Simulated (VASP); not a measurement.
# PbSe (Fm-3m) in VASP: settings compared, part 2 of 2

VASP 6.6.1.

## 4. Single point, PBE

Contents of INCAR:

```
  ALGO = Normal
  EDIFF = 1E-7
  ENCUT = 520
  GGA = PE
  ISIF = 2
  ISMEAR = -1
  LASPH = True
  LCHARG = False
  LREAL = False
  LWAVE = False
  NBANDS = 17
  NELM = 100
  PREC = Accurate
  SIGMA = 0.02
```

Contents of KPOINTS:

```
k-points
0
Gamma
  8 8 8
```

Contents of POSCAR:

```
PbSe
1.0
    0.0000000000      3.0887022193      3.0887022193
    3.0887022193      0.0000000000      3.0887022193
    3.0887022193      3.0887022193      0.0000000000
Pb Se
1 1
Direct
    0.0000000000      0.0000000000      0.0000000000
    0.5000000000      0.5000000000      0.5000000000
```

Potentials or basis: VASP PAW PBE potentials, release 64 (Pb_d, Se).

Command:

```sh
$ cat potpaw_PBE.64/Pb_d/POTCAR potpaw_PBE.64/Se/POTCAR > POTCAR
$ mpirun -np 1 vasp_std > vasp.out
```

OUTCAR:

```text
EDIFF = 1E-7
   ENCUT = 520
   GGA = PE
   ISIF = 2
   ISMEAR = -1
   LASPH = True
   LREAL = False
   NELM = 100
   PREC = Accurate

 ion  position               nearest neighbor table
   1  0.000  0.000  0.000-   2 3.09   2 3.09   2 3.09   2 3.09   2 3.09   2 3.09
   2  0.500  0.500  0.500-   1 3.09   1 3.09   1 3.09   1 3.09   1 3.09   1 3.09

  LATTYP: Found a face centered cubic cell.
 ALAT       =     6.1774044386

  Lattice vectors:

 A1 = (   0.0000000000,   3.0887022193,   3.0887022193)
 A2 = (   3.0887022193,   0.0000000000,   3.0887022193)
 A3 = (   3.0887022193,   3.0887022193,   0.0000000000)

Analysis of symmetry for initial positions (statically):
=====================================================================
 Subroutine PRICEL returns:
 Original cell was already a primitive cell.

 Routine SETGRP: Setting up the symmetry group for a
 face centered cubic supercell.

 Subroutine GETGRP returns: Found 48 space group operations
 (whereof 48 operations were pure point group operations)
 out of a pool of 48 trial point group operations.

The static configuration has the point symmetry O_h .

Analysis of symmetry for dynamics (positions and initial velocities):
=====================================================================
 Subroutine PRICEL returns:
 Original cell was already a primitive cell.

 Routine SETGRP: Setting up the symmetry group for a
 face centered cubic supercell.

 Subroutine GETGRP returns: Found 48 space group operations
 (whereof 48 operations were pure point group operations)
 out of a pool of 48 trial point group operations.

The dynamic configuration has the point symmetry O_h .

 Subroutine INISYM returns: Found 48 space group operations
 (whereof 48 operations are pure point group operations),
 and found     1 'primitive' translations

[... 105 lines left out ...]
   NELECT =      20.0000    total number of electrons
   NUPDOWN=      -1.0000    fix difference up-down
   EMIN   =  10.00;   EMAX   =-10.00  energy-range for DOS
   EFERMI =   0.00;   METHOD = LEGACY
   ISMEAR =    -1;   SIGMA  =   0.02  broadening in eV -4-tet -1-fermi 0-gaus
   EFERMI_NEDOS =   21; number of points for ismear=-14 and -15
   IALGO  =     38    algorithm
   IMIX   =      4    mixing-type and parameters
     AMIX     =   0.40;   BMIX     =  1.00
     AMIX_MAG =   1.60;   BMIX_MAG =  1.00
  volume/ion in A,a.u.               =      29.47       198.85
  Fermi-wavevector in a.u.,A,eV,Ry     =   1.141911  2.157898 17.741452  1.303960
  Thomas-Fermi vector in A             =   2.278610
   LORBIT       =      0    0 simple, 1 ext, 2 COOP (PROOUT), +10 PAW based schemes
   GGA     = PE    functional components
   LHFCALC =     F    Hartree Fock is set to
   AEXX    =    0.0000 exact exchange contribution
   IVDW    =     0    specifies the selected vdW correction
   LEPSILON=     F    determine dielectric tensor
   LRPA    =     F    only Hartree local field effects (RPA)
 non-spin polarized calculation
  energy-cutoff  :      520.00
  volume of cell :       58.93
 maximum number of plane-waves:      1604
   NGX = 17   NGY = 17   NGZ = 17

 number of electron      19.9999993 magnetization

 Free energy of the ion-electron system (eV)
  ---------------------------------------------------
  ext. energy  EPLUGINS =         0.00000000
  ---------------------------------------------------
  free energy    TOTEN  =        -8.19519959 eV

  energy without entropy =       -8.19519909  energy(sigma->0) =       -8.19519934

 E-fermi :   4.9030     XC(G=0):  -9.4043

 val. band max:        4.7132891735   @ k =   0.5000   0.0000   0.0000
 cond. band min:       5.0927236393   @ k =   0.5000   0.0000   0.0000
 fundamental gap:      0.3794344658
 Fermi energy:         4.9030058518

 k-point     1 :       0.0000    0.0000    0.0000
  band No.  band energies     occupation
      1     -12.0602      2.00000
      2     -12.0602      2.00000
      3     -12.0602      2.00000
      4     -12.0549      2.00000
      5     -12.0549      2.00000
      6      -8.6313      2.00000
[... 457 lines left out ...]
      4     -12.0414      2.00000
      5     -12.0281      2.00000
      6      -7.4546      2.00000
[... 9 lines left out ...]
     16      15.5644      0.00000
     17      15.6193      0.00000

 [... further k-points ...]
[... 5 lines left out ...]
  --------------------------------------------------------------------------------------
  -------------------------------------------------------------------------------------
  Total        0.3420207      0.3420207      0.3420207      0.0000000     -0.0000000      0.0000000
  in kB        9.2983270      9.2983270      9.2983270      0.0000000     -0.0000000      0.0000000
  external PRESSURE =       9.2983270 kB  Pullay stress =       0.0000000 kB

 VOLUME and BASIS-vectors are now :
 -----------------------------------------------------------------------------
  energy-cutoff  :      520.00
  volume of cell :       58.93
      direct lattice vectors                 reciprocal lattice vectors
     0.000000000  3.088702219  3.088702219    -0.161880286  0.161880286  0.161880286
     3.088702219  0.000000000  3.088702219     0.161880286 -0.161880286  0.161880286
     3.088702219  3.088702219  0.000000000     0.161880286  0.161880286 -0.161880286

 POSITION                                       TOTAL-FORCE (eV/Angst)
 -----------------------------------------------------------------------------------
      0.00000      0.00000      0.00000        -0.000000      0.000000      0.000000
      3.08870      3.08870      3.08870         0.000000     -0.000000     -0.000000
 -----------------------------------------------------------------------------------
    total drift:                                0.000000     -0.000000     -0.000000

  FREE ENERGIE OF THE ION-ELECTRON SYSTEM (eV)
  ---------------------------------------------------
  free  energy   TOTEN  =        -8.1951995915 eV

  energy  without entropy=       -8.1951990940  energy(sigma->0) =       -8.19519934
```

stdout:

```text
POSCAR found type information on POSCAR PbSe
 POSCAR found :  2 types and       2 ions
 scaLAPACK will be used
 LDA part: xc-table for (Slater+PW92), standard interpolation
 POSCAR, INCAR and KPOINTS ok, starting setup
 FFT: planning ... GRIDC
 FFT: planning ... GRID_SOFT
 FFT: planning ... GRID
 WAVECAR not read
 entering main loop
```

It took 20 s on 1 thread of Intel Xeon 6975P-C, shared host; peak memory 0.19 GiB.

Results:

- Free energy: -8.1952 eV
- Pressure: 0.9 GPa
- Band gap on the k mesh: 0.38 eV, direct

Caveat: spin-orbit coupling is left out, which moves the levels of the heavy elements.

## 5. Summary

```csv
level,k mesh,smearing,gap on the mesh (eV),pressure (GPa)
PBE,4 × 4 × 4,gaussian 0.01 eV,0.38,0.9
r2SCAN,6 × 6 × 6,fermi-dirac 0.02 eV,0.67,0.0
PBE,8 × 8 × 8,fermi-dirac 0.02 eV,0.38,0.9
```

Alike in all rows: task single point; potentials or basis VASP PAW PBE potentials, release 64 (Pb_d, Se); no spin polarisation; cell a = 4.368 Å, angles 60.0°, 2 atoms; cutoff (eV) 520.

Caveats: some runs use coarse meshes; spin-orbit coupling is left out, which moves the levels of the heavy elements; the PAW data sets were made with another functional, which shifts forces and pressure a little (some runs).

Total energies depend on the potentials used, so only differences within one code and one set of settings carry meaning.
